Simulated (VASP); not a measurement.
# P in VASP: notebook

P is run at these levels: PBE+D3(BJ); tasks: single point.

Program: VASP 6.6.1. These are calculated values, not measurements. Logs are shortened: lines on timing, memory, paths and dates and some standing lists are left out, and cuts for length are marked.

### 1 The cell of the first run

The cell holds a slab with vacuum, 4 atoms: a = 3.254 Å, b = 3.254 Å, c = 19.990 Å, α = 90.00°, β = 90.00°, γ = 120.00°.

### 2 Single point, PBE+D3(BJ) (layers slid over each other)

Input file INCAR:

```
SYSTEM = P
PREC = Accurate
ENCUT = 520
EDIFF = 1E-7
ISMEAR = 0
SIGMA = 0.05
LREAL = .False.
LASPH = .True.
NELM = 60
ALGO = Normal
ISIF = 2
LWAVE = .False.
LCHARG = .False.
LDIPOL = .True.
IDIPOL = 3
DIPOL = 0.5 0.5 0.370
GGA = PE
IVDW = 12
NBANDS = 18
```

Input file KPOINTS:

```
regular mesh
0
Gamma
  9 9 1
  0 0 0
```

Input file POSCAR:

```
P
1.0
    3.2540552129      0.0000000000      0.0000000000
   -1.6270276064      2.8180944797      0.0000000000
    0.0000000000      0.0000000000     19.9904919088
P
4
Direct
    0.3333333333      0.6666666667      0.2873989285
    0.6666666667      0.3333333333      0.2251070169
    0.0000000000      1.5000000000      0.5152695569
    0.3333333333      1.1666666667      0.4529776454
```

Potentials or basis: VASP PAW PBE potentials, release 64 (P).

Run with:

```
> cat potpaw_PBE.64/P/POTCAR > POTCAR
> mpirun -np 1 vasp_std > vasp.out
```

OUTCAR:

```text
SYSTEM = P
   PREC = Accurate
   ENCUT = 520
   EDIFF = 1E-7
   ISMEAR = 0
   LREAL = .False.
   LASPH = .True.
   NELM = 60
   ISIF = 2
   GGA = PE
   IVDW = 12
 IVDW          = 12

 ion  position               nearest neighbor table
   1  0.333  0.667  0.287-   2 2.25   2 2.25   2 2.25
   2  0.667  0.333  0.225-   1 2.25   1 2.25   1 2.25
   3  0.000  0.500  0.515-   4 2.25   4 2.25   4 2.25
   4  0.333  0.167  0.453-   3 2.25   3 2.25   3 2.25

  LATTYP: Found a hexagonal cell.
 ALAT       =     3.2540552129
 C/A-ratio  =     6.1432552925

  Lattice vectors:

 A1 = (   3.2540552129,   0.0000000000,   0.0000000000)
 A2 = (  -1.6270276064,   2.8180944797,   0.0000000000)
 A3 = (   0.0000000000,   0.0000000000,  19.9904919088)

Analysis of symmetry for initial positions (statically):
=====================================================================
 Subroutine PRICEL returns:
 Original cell was already a primitive cell.

 Routine SETGRP: Setting up the symmetry group for a
 hexagonal supercell.

 Subroutine GETGRP returns: Found  4 space group operations
 (whereof  2 operations were pure point group operations)
 out of a pool of 24 trial point group operations.

The static configuration has the point symmetry C_1h.
 The point group associated with its full space group is C_2h.

Analysis of symmetry for dynamics (positions and initial velocities):
=====================================================================
 Subroutine PRICEL returns:
 Original cell was already a primitive cell.

 Routine SETGRP: Setting up the symmetry group for a
 hexagonal supercell.

 Subroutine GETGRP returns: Found  4 space group operations
 (whereof  2 operations were pure point group operations)
 out of a pool of 24 trial point group operations.

The dynamic configuration has the point symmetry C_1h.
 The point group associated with its full space group is C_2h.

 Subroutine INISYM returns: Found  4 space group operations
 (whereof  2 operations are pure point group operations),
 and found     1 'primitive' translations

----------------------------------------------------------------------------------------

                                     Primitive cell

  volume of cell :     183.3175

  direct lattice vectors                    reciprocal lattice vectors
     3.254055213  0.000000000  0.000000000     0.307308861  0.177424853  0.000000000
    -1.627027606  2.818094480  0.000000000     0.000000000  0.354849707  0.000000000
     0.000000000  0.000000000 19.990491909     0.000000000  0.000000000  0.050023782

  length of vectors
     3.254055213  3.254055213 19.990491909     0.354849707  0.354849707  0.050023782

  position of ions in fractional coordinates (direct lattice)
     0.333333333  0.666666667  0.287398928
     0.666666667  0.333333333  0.225107017
     0.000000000  0.500000000  0.515269557
     0.333333333  0.166666667  0.452977645

  ion indices of the primitive-cell ions
   primitive index   ion index
                 1           1
                 2           2
                 3           3
                 4           4

----------------------------------------------------------------------------------------

 KPOINTS: regular mesh

Automatic generation of k-mesh.
 Grid dimensions read from file:
 generate k-points for:    9    9    1

 Generating k-lattice:

  Cartesian coordinates                     Fractional coordinates (reciprocal lattice)
     0.034145429  0.019713873  0.000000000     0.111111111  0.000000000  0.000000000
     0.000000000  0.039427745  0.000000000     0.000000000  0.111111111  0.000000000
     0.000000000  0.000000000  0.050023782     0.000000000  0.000000000  1.000000000

  Length of vectors
     0.039427745  0.039427745  0.050023782

  Shift w.r.t. Gamma in fractional coordinates (k-lattice)
     0.000000000  0.000000000  0.000000000

 Subroutine IBZKPT returns following result:
 ===========================================

 Found     25 irreducible k-points:

 Following reciprocal coordinates:
            Coordinates               Weight
  0.000000  0.000000  0.000000      1.000000
  0.111111  0.000000  0.000000      2.000000
  0.000000  0.111111  0.000000      4.000000
  0.222222  0.000000  0.000000      2.000000
  0.000000  0.222222  0.000000      4.000000
  0.333333  0.000000  0.000000      2.000000
[... 16 lines left out ...]
 -0.222222 -0.444444  0.000000      4.000000
  0.444444  0.333333  0.000000      4.000000
   k-points           NKPTS =     25   k-points in BZ     NKDIM =     25   number of bands    NBANDS=     18
   number of dos      NEDOS =    301   number of ions     NIONS =      4
   total plane-waves  NPLWV =  86400
   dimension x,y,z NGX =    24 NGY =   24 NGZ =  150
   dimension x,y,z NGXF=    48 NGYF=   48 NGZF=  300
   ions per type =               4
   NGX,Y,Z   is equivalent  to a cutoff of  12.26, 12.26, 12.47 a.u.
   NGXF,Y,Z  is equivalent  to a cutoff of  24.52, 24.52, 24.95 a.u.
 SYSTEM =  P
   PREC   = accura    normal or accurate (medium, high low for compatibility)
   ISTART =      0    job   : 0-new  1-cont  2-samecut
   ICHARG =      2    charge: 1-file 2-atom 10-const
   ISPIN  =      1    spin polarized calculation?
   LNONCOLLINEAR =      F non collinear calculations
   LSORBIT =      F    spin-orbit coupling
   LASPH  =      T    aspherical Exc in radial PAW
   ENCUT  =  520.0 eV  38.22 Ry    6.18 a.u.   6.05  6.05 37.17*2*pi/ulx,y,z
   NELM   =     60;   NELMIN=  2; NELMDL= -5     # of ELM steps
   EDIFF  = 0.1E-06   stopping-criterion for ELM
   LREAL  =      F    real-space projection
   EDIFFG = 0.1E-05   stopping-criterion for IOM
   NSW    =      0    number of steps for IOM
   IBRION =     -1    ionic relax: 0-MD 1-quasi-New 2-CG
   NFREE  =      0    steps in history (QN), initial steepest desc. (CG)
   ISIF   =      2    stress and relaxation
   ISYM   =      2    0-nonsym 1-usesym 2-fastsym
   POTIM  = 0.5000    time-step for ionic-motion
   TEBEG  =    0.0;   TEEND  =   0.0 temperature during run
   PSTRESS=    0.0 pullay stress
   NELECT =      20.0000    total number of electrons
   NUPDOWN=      -1.0000    fix difference up-down
   EMIN   =  10.00;   EMAX   =-10.00  energy-range for DOS
   EFERMI =   0.00;   METHOD = LEGACY
   ISMEAR =     0;   SIGMA  =   0.05  broadening in eV -4-tet -1-fermi 0-gaus
   EFERMI_NEDOS =   21; number of points for ismear=-14 and -15
   IALGO  =     38    algorithm
   IMIX   =      4    mixing-type and parameters
     AMIX     =   0.40;   BMIX     =  1.00
     AMIX_MAG =   1.60;   BMIX_MAG =  1.00
  volume/ion in A,a.u.               =      45.83       309.27
  Fermi-wavevector in a.u.,A,eV,Ry     =   0.782258  1.478254  8.325787  0.611928
  Thomas-Fermi vector in A             =   1.885945
   LORBIT       =      0    0 simple, 1 ext, 2 COOP (PROOUT), +10 PAW based schemes
   GGA     = PE    functional components
   LHFCALC =     F    Hartree Fock is set to
   AEXX    =    0.0000 exact exchange contribution
   IVDW    =    12    specifies the selected vdW correction
   LEPSILON=     F    determine dielectric tensor
   LRPA    =     F    only Hartree local field effects (RPA)
 non-spin polarized calculation
 Gauss-broadening in eV      SIGMA  =   0.05
  energy-cutoff  :      520.00
  volume of cell :      183.32
 maximum number of plane-waves:      4998
   NGX = 13   NGY = 13   NGZ = 75

 dipolmoment           0.000000      0.000000      0.000000 electrons x Angstroem

 number of electron      19.9999996 magnetization

 dipolmoment           0.000000      0.000000     -0.000000 electrons x Angstroem

 Free energy of the ion-electron system (eV)
  ---------------------------------------------------
  ext. energy  EPLUGINS =         0.00000000
  ---------------------------------------------------
  free energy    TOTEN  =       -21.39494046 eV

  energy without entropy =      -21.39494046  energy(sigma->0) =      -21.39494046

 E-fermi :  -0.5850     XC(G=0):  -4.7650

 val. band max:       -0.8572934510   @ k =   0.2222   0.0000   0.0000
 cond. band min:       0.2873197601   @ k =   0.3333   0.0000   0.0000
 fundamental gap:      1.1446132111
 Fermi energy:        -0.5850212203

 k-point     1 :       0.0000    0.0000    0.0000
  band No.  band energies     occupation
      1     -15.6922      2.00000
      2     -15.6155      2.00000
      3      -8.3398      2.00000
      4      -7.6230      2.00000
      5      -2.6062      2.00000
      6      -1.4835      2.00000
[... 10 lines left out ...]
     17       4.0311      0.00000
     18       4.3875      0.00000

 k-point     2 :       0.1111    0.0000    0.0000
  band No.  band energies     occupation
      1     -15.4896      2.00000
      2     -15.4131      2.00000
      3      -8.1917      2.00000
      4      -7.4935      2.00000
      5      -2.9258      2.00000
      6      -2.8641      2.00000
[... 10 lines left out ...]
     17       4.3052      0.00000
     18       4.5911      0.00000

 k-point     3 :       0.0000    0.1111    0.0000
  band No.  band energies     occupation
      1     -15.4894      2.00000
      2     -15.4132      2.00000
      3      -8.1882      2.00000
      4      -7.4968      2.00000
      5      -2.9136      2.00000
      6      -2.8879      2.00000
[... 10 lines left out ...]
     17       4.2968      0.00000
     18       4.5936      0.00000

 k-point     4 :       0.2222    0.0000    0.0000
  band No.  band energies     occupation
      1     -14.8895      2.00000
      2     -14.8137      2.00000
      3      -7.8927      2.00000
      4      -7.3271      2.00000
      5      -5.0851      2.00000
      6      -4.9066      2.00000
[... 10 lines left out ...]
     17       4.9550      0.00000
     18       5.3476      0.00000

 k-point     5 :       0.0000    0.2222    0.0000
  band No.  band energies     occupation
      1     -14.8887      2.00000
      2     -14.8144      2.00000
      3      -7.8706      2.00000
      4      -7.3508      2.00000
      5      -5.0788      2.00000
      6      -4.9134      2.00000
[... 10 lines left out ...]
     17       4.9433      0.00000
     18       5.4066      0.00000

 k-point     6 :       0.3333    0.0000    0.0000
  band No.  band energies     occupation
      1     -13.9267      2.00000
      2     -13.8521      2.00000
      3      -8.5414      2.00000
      4      -8.3819      2.00000
      5      -5.8749      2.00000
      6      -5.3311      2.00000
[... 10 lines left out ...]
     17       5.7574      0.00000
     18       5.9725      0.00000

 k-point     7 :       0.0000    0.3333    0.0000
  band No.  band energies     occupation
      1     -13.9241      2.00000
      2     -13.8544      2.00000
      3      -8.5013      2.00000
      4      -8.4175      2.00000
      5      -5.8921      2.00000
      6      -5.3127      2.00000
[... 10 lines left out ...]
     17       5.5965      0.00000
     18       6.0198      0.00000

 k-point     8 :       0.4444    0.0000    0.0000
  band No.  band energies     occupation
      1     -12.7825      2.00000
      2     -12.7131      2.00000
      3     -10.0995      2.00000
      4     -10.0387      2.00000
      5      -5.1373      2.00000
      6      -4.6331      2.00000
[... 10 lines left out ...]
     17       4.8461      0.00000
     18       5.7198      0.00000
[... 229 lines left out ...]
     17       4.8151      0.00000
     18       5.8630      0.00000

 k-point    20 :       0.2222    0.2222    0.0000
  band No.  band energies     occupation
      1     -13.3574      2.00000
      2     -13.2863      2.00000
      3      -8.8514      2.00000
      4      -8.7717      2.00000
      5      -5.4661      2.00000
      6      -5.4161      2.00000
[... 10 lines left out ...]
     17       5.6115      0.00000
     18       5.7530      0.00000

 k-point    21 :      -0.2222    0.4444    0.0000
  band No.  band energies     occupation
      1     -13.3542      2.00000
      2     -13.2891      2.00000
      3      -8.8121      2.00000
      4      -8.8092      2.00000
      5      -5.4498      2.00000
      6      -5.4276      2.00000
[... 10 lines left out ...]
     17       5.5578      0.00000
     18       5.7912      0.00000

 k-point    22 :       0.3333    0.2222    0.0000
  band No.  band energies     occupation
      1     -12.2018      2.00000
      2     -12.1348      2.00000
      3     -10.1559      2.00000
      4     -10.1110      2.00000
      5      -6.2572      2.00000
      6      -6.1687      2.00000
[... 10 lines left out ...]
     17       5.7349      0.00000
     18       6.4646      0.00000

 k-point    23 :      -0.2222   -0.4444    0.0000
  band No.  band energies     occupation
      1     -12.1922      2.00000
      2     -12.1434      2.00000
      3     -10.1623      2.00000
      4     -10.1044      2.00000
      5      -6.2378      2.00000
      6      -6.1930      2.00000
[... 10 lines left out ...]
     17       5.8663      0.00000
     18       6.2273      0.00000

 k-point    24 :       0.4444    0.3333    0.0000
  band No.  band energies     occupation
      1     -12.1974      2.00000
      2     -12.1386      2.00000
      3     -10.1612      2.00000
      4     -10.1054      2.00000
      5      -6.2443      2.00000
      6      -6.1878      2.00000
[... 10 lines left out ...]
     17       5.8166      0.00000
     18       6.3467      0.00000

 [... further k-points ...]

------------------------ aborting loop because EDIFF is reached ----------------------------------------

 vacuum level on the upper side and lower side of the slab       (xc-potential included)        -0.124        -0.124

 Edisp (eV)   -1.06807

 E8    (eV) :    -0.4176

  FORCE on cell =-STRESS in cart. coord.  units (eV):
  Direction    XX          YY          ZZ          XY          YZ          ZX
  --------------------------------------------------------------------------------------
  -------------------------------------------------------------------------------------
  Total      -0.19614    -0.08882    -0.24247    -0.09295     0.05520     0.09561
  in kB      -1.71428    -0.77626    -2.11918    -0.81235     0.48247     0.83566
  external pressure =       -1.54 kB  Pullay stress =        0.00 kB

 VOLUME and BASIS-vectors are now :
 -----------------------------------------------------------------------------
  energy-cutoff  :      520.00
  volume of cell :      183.32
      direct lattice vectors                 reciprocal lattice vectors
     3.254055213  0.000000000  0.000000000     0.307308861  0.177424853  0.000000000
    -1.627027606  2.818094480  0.000000000     0.000000000  0.354849707  0.000000000
     0.000000000  0.000000000 19.990491909     0.000000000  0.000000000  0.050023782

 POSITION                                       TOTAL-FORCE (eV/Angst)
 -----------------------------------------------------------------------------------
     -0.00000      1.87873      5.74525        -0.011357     -0.006557     -0.117569
      1.62703      0.93936      4.50000        -0.010015     -0.005782      0.104654
     -0.81351      1.40905     10.30049         0.010015      0.005782     -0.104654
      0.81351      0.46968      9.05525         0.011357      0.006557      0.117569
 -----------------------------------------------------------------------------------
    total drift:                                0.000000     -0.000000     -0.000006

  FREE ENERGIE OF THE ION-ELECTRON SYSTEM (eV)
  ---------------------------------------------------
  free  energy   TOTEN  =       -22.4630092998 eV

  energy  without entropy=      -22.4630092998  energy(sigma->0) =      -22.46300930

 vacuum level on the upper side and lower side of the slab         4.649         4.649
```

It took 46 s on 1 thread of Intel Xeon 6975P-C (Granite Rapids), shared host; peak memory 0.29 GiB.

What came out:

| Item | Value |
| --- | --- |
| Free energy | -22.4630 eV |
| Largest force | 0.118 eV/Å |
| Band gap on the k mesh | 1.14 eV (least direct gap 1.64 eV) |
| Dispersion energy per atom | -0.267 eV |

Forces on the atoms (eV/Å):
```
P   -0.011 -0.007 -0.118
P   -0.010 -0.006  0.105
P    0.010  0.006 -0.105
P    0.011  0.007  0.118
```

Levels at points of the mesh, in eV from the valence-band top:
```tsv
k point	band 8	band 9	band 10	band 11	band 12	band 13
(0.00, 0.00, 0.00)	-0.60	-0.59	-0.18	3.37	3.40	3.43
```

Caveat: the cell differs from its parent crystal (layers slid over each other).

### 3 Single point, PBE+D3(BJ) (layers slid over each other)

Input file INCAR:

```
SYSTEM = P
ALGO = Normal
DIPOL = 0.5 0.5 0.370
EDIFF = 1E-6
ENCUT = 520
GGA = PE
IDIPOL = 3
ISIF = 2
ISMEAR = 0
IVDW = 12
LASPH = .TRUE.
LCHARG = .FALSE.
LDIPOL = .TRUE.
LREAL = .FALSE.
LWAVE = .FALSE.
NBANDS = 18
NELM = 80
PREC = Accurate
SIGMA = 0.05
```

Input file KPOINTS:

```
k-points
0
G
  9 9 1
  0 0 0
```

POSCAR: that of step 2 with these lines changed.

```diff
@@ -10,3 +10,3 @@
     0.6666666667      0.3333333333      0.2251070169
-    0.0000000000      1.5000000000      0.5152695569
-    0.3333333333      1.1666666667      0.4529776454
+    0.3333333333      1.1666666667      0.5152695569
+    0.6666666667      0.8333333333      0.4529776454
```

Potentials or basis: VASP PAW PBE potentials, release 64 (P).

Run with:

```
> cat potpaw_PBE.64/P/POTCAR > POTCAR
> mpirun -np 1 vasp_std > vasp.out
```

OUTCAR:

```text
SYSTEM = P
   EDIFF = 1E-6
   ENCUT = 520
   GGA = PE
   ISIF = 2
   ISMEAR = 0
   IVDW = 12
   LASPH = .TRUE.
   LREAL = .FALSE.
   NELM = 80
   PREC = Accurate
 IVDW          = 12

 ion  position               nearest neighbor table
   1  0.333  0.667  0.287-   2 2.25   2 2.25   2 2.25
   2  0.667  0.333  0.225-   1 2.25   1 2.25   1 2.25
   3  0.333  0.167  0.515-   4 2.25   4 2.25   4 2.25
   4  0.667  0.833  0.453-   3 2.25   3 2.25   3 2.25

  LATTYP: Found a hexagonal cell.
 ALAT       =     3.2540552129
 C/A-ratio  =     6.1432552925

  Lattice vectors:

[... 710 lines left out ...]
  --------------------------------------------------------------------------------------
  -------------------------------------------------------------------------------------
  Total      -0.05767    -0.22808     0.20776     0.14758     0.18629     0.32267
  in kB      -0.50401    -1.99336     1.81580     1.28982     1.62820     2.82012
  external pressure =       -0.23 kB  Pullay stress =        0.00 kB

 VOLUME and BASIS-vectors are now :
 -----------------------------------------------------------------------------
  energy-cutoff  :      520.00
  volume of cell :      183.32
      direct lattice vectors                 reciprocal lattice vectors
     3.254055213  0.000000000  0.000000000     0.307308861  0.177424853  0.000000000
    -1.627027606  2.818094480  0.000000000     0.000000000  0.354849707  0.000000000
     0.000000000  0.000000000 19.990491909     0.000000000  0.000000000  0.050023782

 POSITION                                       TOTAL-FORCE (eV/Angst)
 -----------------------------------------------------------------------------------
     -0.00000      1.87873      5.74525        -0.053099     -0.030657     -0.209703
      1.62703      0.93936      4.50000        -0.025277     -0.014594      0.079641
      0.81351      0.46968     10.30049         0.025277      0.014594     -0.079641
      0.81351      2.34841      9.05525         0.053099      0.030657      0.209703
 -----------------------------------------------------------------------------------
    total drift:                               -0.000000     -0.000000     -0.000007

  FREE ENERGIE OF THE ION-ELECTRON SYSTEM (eV)
  ---------------------------------------------------
  free  energy   TOTEN  =       -22.4189581380 eV

  energy  without entropy=      -22.4189581380  energy(sigma->0) =      -22.41895814

 vacuum level on the upper side and lower side of the slab         4.634         4.634
```

Run time: 54 s. Hardware: 1 thread of Intel Xeon 6975P-C (Granite Rapids), shared host; peak memory 0.29 GiB.

Results:

```
Free energy                : -22.4190 eV
Largest force              : 0.218 eV/Å
Band gap on the k mesh     : 1.10 eV (least direct gap 1.59 eV)
Dispersion energy per atom : -0.267 eV
```

Forces on the atoms (eV/Å):
```
P   -0.053 -0.031 -0.210
P   -0.025 -0.015  0.080
P    0.025  0.015 -0.080
P    0.053  0.031  0.210
```

Levels at points of the mesh, in eV from the valence-band top:
```csv
k point,band 6,band 7,band 8,band 9,band 10,band 11,band 12,band 13,band 14,band 15
"(0.00, 0.00, 0.00)",-0.68,-0.67,-0.66,-0.65,-0.20,3.34,3.35,3.35,3.37,3.39
```

Caveat: the cell differs from its parent crystal (layers slid over each other).
